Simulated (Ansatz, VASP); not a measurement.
SnSe in VASP and in Ansatz

```
Sn Se
1.0
     0.00000    2.84270    2.84270
     2.84270    0.00000    2.84270
     2.84270    2.84270    0.00000
Sn Se
1 1
Direct
  0.00000 0.00000 0.00000
  0.50000 0.50000 0.50000
```

Change from the starting cell: hydrostatic strain -5.3%.

Alike in both runs: task single point; functional HSE06; k mesh 6 × 6 × 6; occupations fermi-dirac, width 0.02 eV; no spin polarisation.

|  | VASP | Ansatz |
| --- | --- | --- |
| version | VASP 6.6.1 | Ansatz 0.2.0 |
| potentials or method | VASP PAW PBE potentials, release 64 (Sn_d, Se) | plane waves, PAW |
| plane-wave cutoff (eV) | 520 | 420 |
| valence electrons in the cell | 20 | 30 |

VASP gave:

```
gap on the k mesh at the Fermi level (eV) : 1.30
pressure (GPa)                            : 12.0
```

Which values does Ansatz return?

gap on the k mesh at the Fermi level (eV): 1.29; pressure (GPa): 12.1.

VASP's potentials hold 20 valence electrons a cell and Ansatz's 30, so a difference there can come from the potentials and not from the codes. Ansatz's warnings: stress exchange threshold loose, stress scf threshold loose.
